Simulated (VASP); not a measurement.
TePb, 2 atoms in the cell. The structure is cubic, space group Fm-3m (No. 225). Conventional cell: a = 6.536 Å, b = 6.536 Å, c = 6.536 Å, α = 90.00°, β = 90.00°, γ = 90.00°. Pb (site symmetry m-3m) has 6 Te at 3.27 Å within 4.3 Å. Te (site symmetry m-3m) has 6 Pb at 3.27 Å within 4.3 Å. 

| Quantity | Value |
| --- | --- |
| Program | VASP 6.6.1 |
| Task | G0W0 quasiparticle levels |
| Functional | PBE |
| Potentials or basis | VASP PAW PBE potentials, release 64 (Pb_d_GW, Te_GW) |
| Cutoff | 500 eV |
| k mesh | 4 × 4 × 4 |
| Occupations | gaussian, width 0.01 eV |
| Spin | no spin polarisation |
| Dipole correction | no |
| GW scheme | G0W0 |
| GW iterations | 1 |
| Cutoff of the response function | 150 |
| Frequency points | 96 |
| Empty bands | 291 |
| Further INCAR settings | ALGO = EVGW0; EDIFF = 1e-08; NBANDS = 302 |

Potentials or basis: VASP PAW PBE potentials, release 64 (Pb_d_GW, Te_GW).

Run with:

```bash
$ cat potpaw_PBE.64/Pb_d_GW/POTCAR potpaw_PBE.64/Te_GW/POTCAR > POTCAR
$ cp INCAR.step1 INCAR
$ mpirun -np 1 vasp_std > vasp.out
$ cp INCAR.step2 INCAR
$ mpirun -np 1 vasp_std > vasp.out
$ cp INCAR.step3 INCAR
$ mpirun -np 1 vasp_std > vasp.out
```

Hardware: 1 thread of Intel(R) Xeon(R) 6975P-C (Granite Rapids), on a shared host.

Problem. How long does it take, and how much memory?

Solution. It took 7.8 min on 1 thread of Intel(R) Xeon(R) 6975P-C (Granite Rapids) (shared host), peak memory 1.1 GiB. Counts: k points 8.
